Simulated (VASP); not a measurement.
# Si2W (I4/mmm) in VASP: notebook

The runs below take Si2W through single point, with PBE.

All numbers are computed with VASP 6.6.1; they aren't measurements. Logs are shortened: lines on timing, memory, paths and dates and some standing lists are left out, and cuts for length are marked.

### Step 1. The cell of the first run

It takes space group I4/mmm (No. 139, tetragonal). The conventional cell has a = 3.409 Å, b = 3.409 Å, c = 7.059 Å, α = 90.00°, β = 90.00°, γ = 90.00°. Within 3.1 Å of Si (site symmetry 4mm) lie 5 Si at 2.34 to 2.69 Å and 5 W at 2.36 to 2.68 Å. W (site symmetry 4/mmm) has 10 Si at 2.36 to 2.68 Å within 3.1 Å.

### Step 2. Single point, PBE

The input, INCAR:

```
PREC = Accurate
ENCUT = 520
EDIFF = 1E-7
ISMEAR = 0
SIGMA = 0.15
LREAL = F
LASPH = T
NELM = 80
ALGO = Normal
ISIF = 2
LWAVE = F
LCHARG = F
GGA = PE
NBANDS = 18
```

The input, KPOINTS:

```
regular mesh
0
Gamma
  22 22 22
```

The input, POSCAR:

```
Si2W
1.0
   -1.7043722078      1.7043722078      3.5295196142
    1.7043722078     -1.7043722078      3.5295196142
    1.7043722078      1.7043722078     -3.5295196142
Si W
2 1
Direct
    0.3345744059      0.3345744059      0.0000000000
    0.6654255941      0.6654255941      0.0000000000
    0.0000000000      0.0000000000      0.0000000000
```

Potentials or basis: VASP PAW PBE potentials, release 64 (Si, W_sv).

Run with:

```bash
$ cat potpaw_PBE.64/Si/POTCAR potpaw_PBE.64/W_sv/POTCAR > POTCAR
$ mpirun -np 1 vasp_std > vasp.out
```

OUTCAR:

```text
PREC = Accurate
   ENCUT = 520
   EDIFF = 1E-7
   ISMEAR = 0
   LREAL = F
   LASPH = T
   NELM = 80
   ISIF = 2
   GGA = PE

 ion  position               nearest neighbor table
   1  0.335  0.335  0.000-   2 2.34   3 2.36   3 2.68   3 2.68   3 2.68   3 2.68   2 2.69   2 2.69
                             2 2.69   2 2.69
   2  0.665  0.665  0.000-   1 2.34   3 2.36   3 2.68   3 2.68   3 2.68   3 2.68   1 2.69   1 2.69
                             1 2.69   1 2.69
   3  0.000  0.000  0.000-   1 2.36   2 2.36   2 2.68   1 2.68   2 2.68   2 2.68   2 2.68   1 2.68
                             1 2.68   1 2.68

  LATTYP: Found a body centered tetragonal cell.
 ALAT       =     3.4087444156
 C/A-ratio  =     2.0708619855

  Lattice vectors:

 A1 = (  -1.7043722078,   1.7043722078,   3.5295196142)
 A2 = (   1.7043722078,  -1.7043722078,   3.5295196142)
 A3 = (   1.7043722078,   1.7043722078,  -3.5295196142)

Analysis of symmetry for initial positions (statically):
=====================================================================
 Subroutine PRICEL returns:
 Original cell was already a primitive cell.

 Routine SETGRP: Setting up the symmetry group for a
 body centered tetragonal supercell.

 Subroutine GETGRP returns: Found 16 space group operations
 (whereof 16 operations were pure point group operations)
 out of a pool of 16 trial point group operations.

The static configuration has the point symmetry D_4h.

Analysis of symmetry for dynamics (positions and initial velocities):
=====================================================================
 Subroutine PRICEL returns:
 Original cell was already a primitive cell.

 Routine SETGRP: Setting up the symmetry group for a
 body centered tetragonal supercell.

 Subroutine GETGRP returns: Found 16 space group operations
 (whereof 16 operations were pure point group operations)
 out of a pool of 16 trial point group operations.

The dynamic configuration has the point symmetry D_4h.

 Subroutine INISYM returns: Found 16 space group operations
 (whereof 16 operations are pure point group operations),
 and found     1 'primitive' translations

----------------------------------------------------------------------------------------

                                     Primitive cell

  volume of cell :      41.0114

  direct lattice vectors                    reciprocal lattice vectors
[... 81 lines left out ...]
   ISTART =      0    job   : 0-new  1-cont  2-samecut
   ICHARG =      2    charge: 1-file 2-atom 10-const
   ISPIN  =      1    spin polarized calculation?
   LNONCOLLINEAR =      F non collinear calculations
   LSORBIT =      F    spin-orbit coupling
   LASPH  =      T    aspherical Exc in radial PAW
   ENCUT  =  520.0 eV  38.22 Ry    6.18 a.u.   7.95  7.95  7.95*2*pi/ulx,y,z
   NELM   =     80;   NELMIN=  2; NELMDL= -5     # of ELM steps
   EDIFF  = 0.1E-06   stopping-criterion for ELM
   LREAL  =      F    real-space projection
   EDIFFG = 0.1E-05   stopping-criterion for IOM
   NSW    =      0    number of steps for IOM
   IBRION =     -1    ionic relax: 0-MD 1-quasi-New 2-CG
   NFREE  =      0    steps in history (QN), initial steepest desc. (CG)
   ISIF   =      2    stress and relaxation
   ISYM   =      2    0-nonsym 1-usesym 2-fastsym
   POTIM  = 0.5000    time-step for ionic-motion
   TEBEG  =    0.0;   TEEND  =   0.0 temperature during run
   PSTRESS=    0.0 pullay stress
   NELECT =      22.0000    total number of electrons
   NUPDOWN=      -1.0000    fix difference up-down
   EMIN   =  10.00;   EMAX   =-10.00  energy-range for DOS
   EFERMI =   0.00;   METHOD = LEGACY
   ISMEAR =     0;   SIGMA  =   0.15  broadening in eV -4-tet -1-fermi 0-gaus
   EFERMI_NEDOS =   21; number of points for ismear=-14 and -15
   IALGO  =     38    algorithm
   IMIX   =      4    mixing-type and parameters
     AMIX     =   0.40;   BMIX     =  1.00
     AMIX_MAG =   1.60;   BMIX_MAG =  1.00
  volume/ion in A,a.u.               =      13.67        92.25
  Fermi-wavevector in a.u.,A,eV,Ry     =   1.330192  2.513698 24.074284  1.769410
  Thomas-Fermi vector in A             =   2.459297
   LORBIT       =      0    0 simple, 1 ext, 2 COOP (PROOUT), +10 PAW based schemes
   GGA     = PE    functional components
   LHFCALC =     F    Hartree Fock is set to
   AEXX    =    0.0000 exact exchange contribution
   IVDW    =     0    specifies the selected vdW correction
   LEPSILON=     F    determine dielectric tensor
   LRPA    =     F    only Hartree local field effects (RPA)
 non-spin polarized calculation
 Gauss-broadening in eV      SIGMA  =   0.15
  energy-cutoff  :      520.00
  volume of cell :       41.01
 maximum number of plane-waves:      1127
   NGX = 15   NGY = 15   NGZ = 15

 number of electron      21.9999999 magnetization

 Free energy of the ion-electron system (eV)
  ---------------------------------------------------
  ext. energy  EPLUGINS =         0.00000000
  ---------------------------------------------------
  free energy    TOTEN  =       -23.74326140 eV

  energy without entropy =      -23.73765538  energy(sigma->0) =      -23.74045839

 E-fermi :  11.4749     XC(G=0): -12.4221

 val. band max:       11.4731222350   @ k =  -0.2273  -0.2727   0.2273
 cond. band min:      11.5020370016   @ k =  -0.1364  -0.1364   0.1364
 fundamental gap:      0.0289147666
 Fermi energy:        11.4748978226

 k-point     1 :       0.0000    0.0000    0.0000
  band No.  band energies     occupation
      1     -62.1502      2.00000
      2     -26.4929      2.00000
      3     -26.4929      2.00000
      4     -26.3595      2.00000
      5      -2.2423      2.00000
      6       5.3384      2.00000
[... 481 lines left out ...]
      5       0.9451      2.00000
      6       2.3975      2.00000
[... 10 lines left out ...]
     17      18.8722      0.00000
     18      19.4891      0.00000

 [... further k-points ...]
[... 5 lines left out ...]
  --------------------------------------------------------------------------------------
  -------------------------------------------------------------------------------------
  Total       -4.1086926     -4.1086926     16.7949241      0.0000000     -0.0000000     -0.0000000
  in kB     -160.5128297   -160.5128297    656.1213202      0.0000000     -0.0000000     -0.0000000
  external PRESSURE =     111.6985536 kB  Pullay stress =       0.0000000 kB

 VOLUME and BASIS-vectors are now :
 -----------------------------------------------------------------------------
  energy-cutoff  :      520.00
  volume of cell :       41.01
      direct lattice vectors                 reciprocal lattice vectors
    -1.704372208  1.704372208  3.529519614     0.000000000  0.293363150  0.141662338
     1.704372208 -1.704372208  3.529519614     0.293363150  0.000000000  0.141662338
     1.704372208  1.704372208 -3.529519614     0.293363150  0.293363150  0.000000000

 POSITION                                       TOTAL-FORCE (eV/Angst)
 -----------------------------------------------------------------------------------
      0.00000      0.00000      2.36177        -0.000000     -0.000000      0.420853
      0.00000      0.00000      4.69727        -0.000000     -0.000000     -0.420853
      0.00000      0.00000      0.00000         0.000000      0.000000      0.000000
 -----------------------------------------------------------------------------------
    total drift:                                0.000000     -0.000000     -0.000000

  FREE ENERGIE OF THE ION-ELECTRON SYSTEM (eV)
  ---------------------------------------------------
  free  energy   TOTEN  =       -23.7432614047 eV

  energy  without entropy=      -23.7376553837  energy(sigma->0) =      -23.74045839
```

OSZICAR:

```text
N       E                     dE             d eps       ncg     rms          rms(c)
DAV:   1     0.131748247666E+03    0.13175E+03   -0.10836E+04 30032   0.123E+03
DAV:   2    -0.201443588723E+02   -0.15189E+03   -0.14823E+03 34598   0.320E+02
DAV:   3    -0.246624664546E+02   -0.45181E+01   -0.44711E+01 37248   0.500E+01
DAV:   4    -0.247039703308E+02   -0.41504E-01   -0.41442E-01 36730   0.502E+00
DAV:   5    -0.247044150351E+02   -0.44470E-03   -0.44468E-03 35850   0.551E-01    0.254E+01
DAV:   6    -0.238493651131E+02    0.85505E+00   -0.34784E+00 32794   0.132E+01    0.889E+00
DAV:   7    -0.237655961729E+02    0.83769E-01   -0.17823E-01 32722   0.281E+00    0.460E+00
DAV:   8    -0.237436500438E+02    0.21946E-01   -0.37548E-02 35446   0.152E+00    0.283E-01
DAV:   9    -0.237432992795E+02    0.35076E-03   -0.13667E-03 34588   0.298E-01    0.151E-01
DAV:  10    -0.237432630421E+02    0.36237E-04   -0.21883E-04 37048   0.112E-01    0.416E-02
DAV:  11    -0.237432613246E+02    0.17174E-05   -0.29818E-05 34870   0.359E-02    0.151E-02
DAV:  12    -0.237432618651E+02   -0.54043E-06   -0.17282E-06 35356   0.903E-03    0.436E-03
DAV:  13    -0.237432614300E+02    0.43507E-06   -0.18542E-07 23580   0.390E-03    0.103E-03
DAV:  14    -0.237432614047E+02    0.25280E-07   -0.13971E-08 17208   0.103E-03
   1 F= -.23743261E+02 E0= -.23740458E+02  d E =-.560602E-02
```

It took 5.6 min on 1 thread of Oxide Virtual Turin-like, shared host; peak memory 0.61 GiB.

Results:

```
Free energy            : -23.7433 eV
Pressure               : 11.2 GPa
Largest force          : 0.421 eV/Å
Band gap on the k mesh : zero (bands 11 and 12 overlap by 0.40 eV)
```

Forces on the atoms (eV/Å):
```
Si   0.000  0.000  0.421
Si   0.000  0.000 -0.421
W    0.000  0.000  0.000
```

Levels at points of the mesh, in eV from the Fermi level:
```tsv
k point	band 9	band 10	band 11	band 12	band 13	band 14
(0.00, 0.00, 0.00)	-2.70	-1.44	-0.04	2.09	2.09	2.42
(0.50, 0.00, 0.00)	-3.32	-2.25	-0.63	1.97	2.16	4.15
(0.50, 0.50, 0.00)	-5.02	-1.83	-1.76	2.15	2.34	4.68
(0.50, 0.50, 0.50)	-1.68	-1.68	-0.06	-0.06	0.36	4.94
```

Caveat: the stress differs along the axes, from -16 to 66 GPa; spin-orbit coupling is left out, which moves the levels of the heavy elements.

### Step 3. Single point, PBE

This run uses another cell than the first one, of the same volume but with other edges.

The input, INCAR:

```
SYSTEM = Si2W
PREC = Accurate ; ENCUT = 520
EDIFF = 1E-7 ; ISMEAR = 0
SIGMA = 0.15 ; LREAL = .False.
LASPH = .True. ; NELM = 100
ALGO = Normal ; ISIF = 2
LWAVE = .False. ; LCHARG = .False.
GGA = PE ; NBANDS = 18
```

The input, KPOINTS:

```
Automatic mesh
0
Gamma
  22 22 22
  0 0 0
```

The input, POSCAR:

```
Si2W
1.0
   -1.5193004636      1.5193004636      4.4417810464
    1.5193004636     -1.5193004636      4.4417810464
    1.5193004636      1.5193004636     -4.4417810464
Si W
2 1
Direct
    0.3345744059      0.3345744059      0.0000000000
    0.6654255941      0.6654255941      0.0000000000
    0.0000000000      0.0000000000      0.0000000000
```

Potentials or basis: VASP PAW PBE potentials, release 64 (Si, W_sv).

Run with:

```bash
$ cat potpaw_PBE.64/Si/POTCAR potpaw_PBE.64/W_sv/POTCAR > POTCAR
$ mpirun -np 1 vasp_std > vasp.out
```

Wall time 41 min (1 thread of Oxide Virtual Turin-like, shared host); peak memory 0.67 GiB.

Results (log left out):

| Quantity | Value |
| --- | --- |
| Free energy | -23.9298 eV |
| Pressure | 3.5 GPa |
| Largest force | 0.222 eV/Å |
| Band gap on the k mesh | zero (bands 11 and 12 overlap by 2.57 eV) |

Forces in eV/Å, atoms in the order of the input:
```
Si   0.000  0.000  0.222
Si   0.000  0.000 -0.222
W    0.000  0.000  0.000
```

Stress tensor (GPa, compression positive):
```
 19.57   0.00   0.00
  0.00  19.57   0.00
  0.00   0.00 -28.72
```

Levels at points of the mesh, in eV from the Fermi level:
| k point | band 7 | band 8 | band 9 | band 10 | band 11 | band 12 | band 13 | band 14 | band 15 | band 16 |
| --- | --- | --- | --- | --- | --- | --- | --- | --- | --- | --- |
| (0.00, 0.00, 0.00) | -6.01 | -3.58 | -1.96 | -1.96 | 1.65 | 2.37 | 3.16 | 3.97 | 4.26 | 4.26 |
| (0.50, 0.00, 0.00) | -6.44 | -5.12 | -3.24 | -1.83 | 0.11 | 1.95 | 2.04 | 3.93 | 3.98 | 6.35 |
| (0.50, 0.50, 0.00) | -5.77 | -5.34 | -4.66 | -4.31 | -1.64 | 1.26 | 1.70 | 2.07 | 3.88 | 3.93 |
| (0.50, 0.50, 0.50) | -3.81 | -2.87 | -0.60 | -0.60 | 0.39 | 0.39 | 1.27 | 1.70 | 4.31 | 5.41 |

Caveat: the stress differs along the axes, from -29 to 20 GPa; spin-orbit coupling is left out, which moves the levels of the heavy elements.

### Step 4. Single point, PBE

This run uses another cell than the first one, of the same volume but with other edges.

The input, INCAR:

```
SYSTEM = Si2W
PREC     = Accurate       ! precision mode
ENCUT    = 520            ! plane-wave cutoff, eV
EDIFF    = 1E-7           ! SCF threshold, eV
ISMEAR   = 0              ! smearing method
SIGMA    = 0.15           ! smearing width, eV
LREAL    = .FALSE.        ! projectors in reciprocal space
LASPH    = .TRUE.         ! aspherical terms in the spheres
NELM     = 60             ! most SCF steps
ALGO     = Normal         ! electronic algorithm
ISIF     = 2              ! what is computed and relaxed
LWAVE    = .FALSE.        ! write WAVECAR
LCHARG   = .FALSE.        ! write CHGCAR
GGA      = PE             ! functional
NBANDS   = 18             ! bands
```

The input, KPOINTS:

```
Automatic mesh
0
G
  22 22 22
  0 0 0
```

The input, POSCAR:

```
Si2W
1.0
   -1.6600002111      1.6600002111      3.7207303839
    1.6600002111     -1.6600002111      3.7207303839
    1.6600002111      1.6600002111     -3.7207303839
Si W
2 1
Direct
    0.3345744059      0.3345744059      0.0000000000
    0.6654255941      0.6654255941      0.0000000000
    0.0000000000      0.0000000000      0.0000000000
```

Potentials or basis: VASP PAW PBE potentials, release 64 (Si, W_sv).

Run with:

```bash
$ cat potpaw_PBE.64/Si/POTCAR potpaw_PBE.64/W_sv/POTCAR > POTCAR
$ mpirun -np 1 vasp_std > vasp.out
```

OUTCAR:

```text
SYSTEM = Si2W
   PREC = Accurate
   ENCUT = 520
   EDIFF = 1E-7
   ISMEAR = 0
   LREAL = .FALSE.
   LASPH = .TRUE.
   NELM = 60
   ISIF = 2
   GGA = PE

 ion  position               nearest neighbor table
   1  0.335  0.335  0.000-   2 2.46   3 2.49   3 2.65   3 2.65   3 2.65   3 2.65   2 2.66   2 2.66
                             2 2.66   2 2.66
   2  0.665  0.665  0.000-   1 2.46   3 2.49   3 2.65   3 2.65   3 2.65   3 2.65   1 2.66   1 2.66
                             1 2.66   1 2.66
   3  0.000  0.000  0.000-   1 2.49   2 2.49   2 2.65   2 2.65   2 2.65   1 2.65   1 2.65   1 2.65
                             2 2.65   1 2.65

  LATTYP: Found a body centered tetragonal cell.
 ALAT       =     3.3200004222
 C/A-ratio  =     2.2414035607

  Lattice vectors:

 A1 = (  -1.6600002111,   1.6600002111,   3.7207303839)
 A2 = (   1.6600002111,  -1.6600002111,   3.7207303839)
 A3 = (   1.6600002111,   1.6600002111,  -3.7207303839)

Analysis of symmetry for initial positions (statically):
=====================================================================
 Subroutine PRICEL returns:
 Original cell was already a primitive cell.

 Routine SETGRP: Setting up the symmetry group for a
[... 167 lines left out ...]
  free energy    TOTEN  =       -24.55310219 eV

  energy without entropy =      -24.54990968  energy(sigma->0) =      -24.55150594

 E-fermi :  11.5410     XC(G=0): -12.4465

 val. band max:       11.5367877378   @ k =  -0.0909  -0.0909   0.0455
 cond. band min:      11.5422869440   @ k =  -0.4091  -0.4091   0.3636
 fundamental gap:      0.0054992062
 Fermi energy:        11.5409952780

 k-point     1 :       0.0000    0.0000    0.0000
  band No.  band energies     occupation
      1     -62.1565      2.00000
      2     -26.4498      2.00000
      3     -26.4498      2.00000
      4     -26.3580      2.00000
      5      -2.2126      2.00000
      6       5.1838      2.00000
[... 481 lines left out ...]
      5       1.0861      2.00000
      6       2.4809      2.00000
[... 10 lines left out ...]
     17      18.7065      0.00000
     18      19.0618      0.00000

 [... further k-points ...]
[... 5 lines left out ...]
  --------------------------------------------------------------------------------------
  -------------------------------------------------------------------------------------
  Total       -2.3452703     -2.3452703      7.5150753      0.0000000      0.0000000     -0.0000000
  in kB      -91.6218411    -91.6218411    293.5887708      0.0000000      0.0000000     -0.0000000
  external PRESSURE =      36.7816962 kB  Pullay stress =       0.0000000 kB

 VOLUME and BASIS-vectors are now :
 -----------------------------------------------------------------------------
  energy-cutoff  :      520.00
  volume of cell :       41.01
      direct lattice vectors                 reciprocal lattice vectors
    -1.660000211  1.660000211  3.720730384     0.000000000  0.301204781  0.134382218
     1.660000211 -1.660000211  3.720730384     0.301204781  0.000000000  0.134382218
     1.660000211  1.660000211 -3.720730384     0.301204781  0.301204781  0.000000000

 POSITION                                       TOTAL-FORCE (eV/Angst)
 -----------------------------------------------------------------------------------
      0.00000      0.00000      2.48972         0.000000      0.000000      0.063231
      0.00000      0.00000      4.95174        -0.000000     -0.000000     -0.063231
      0.00000      0.00000      0.00000        -0.000000     -0.000000      0.000000
 -----------------------------------------------------------------------------------
    total drift:                                0.000000     -0.000000      0.000000

  FREE ENERGIE OF THE ION-ELECTRON SYSTEM (eV)
  ---------------------------------------------------
  free  energy   TOTEN  =       -24.5531021894 eV

  energy  without entropy=      -24.5499096831  energy(sigma->0) =      -24.55150594
```

It took 26 min on 1 thread of Oxide Virtual Turin-like, shared host; peak memory 0.64 GiB.

Results:

```
Free energy            : -24.5531 eV
Pressure               : 3.7 GPa
Largest force          : 0.063 eV/Å
Band gap on the k mesh : zero (bands 11 and 12 overlap by 0.75 eV)
```

Forces on the atoms (eV/Å):
```
Si   0.000  0.000  0.063
Si   0.000  0.000 -0.063
W    0.000  0.000  0.000
```

Caveat: the stress differs along the axes, from -9 to 29 GPa; spin-orbit coupling is left out, which moves the levels of the heavy elements.

### Step 5. Summary

| cell | gap on the mesh (eV) | pressure (GPa) | largest force (eV/Å) |
| --- | --- | --- | --- |
| a = 4.274 Å, angles 133.0, 133.0, 68.7°, 3 atoms | none | 11.2 | 0.42 |
| a = 4.934 Å, angles 144.1, 144.1, 51.6°, 3 atoms | none | 3.5 | 0.22 |
| a = 4.399 Å, angles 135.7, 135.7, 64.5°, 3 atoms | none | 3.7 | 0.06 |

Alike in all rows: task single point; level PBE; potentials or basis VASP PAW PBE potentials, release 64 (Si, W_sv); no spin polarisation; k mesh 22 × 22 × 22; cutoff (eV) 520; smearing gaussian 0.15 eV.

Caveats: spin-orbit coupling is left out, which moves the levels of the heavy elements; the stress differs along the axes, from -16 to 66 GPa (at least some runs); the stress differs along the axes, from -29 to 20 GPa (at least some runs); the stress differs along the axes, from -9 to 29 GPa (at least some runs).

Absolute energies hang on the potentials; compare differences alone.

The gap in the log of VASP goes by the Fermi energy; the results here count the filled bands.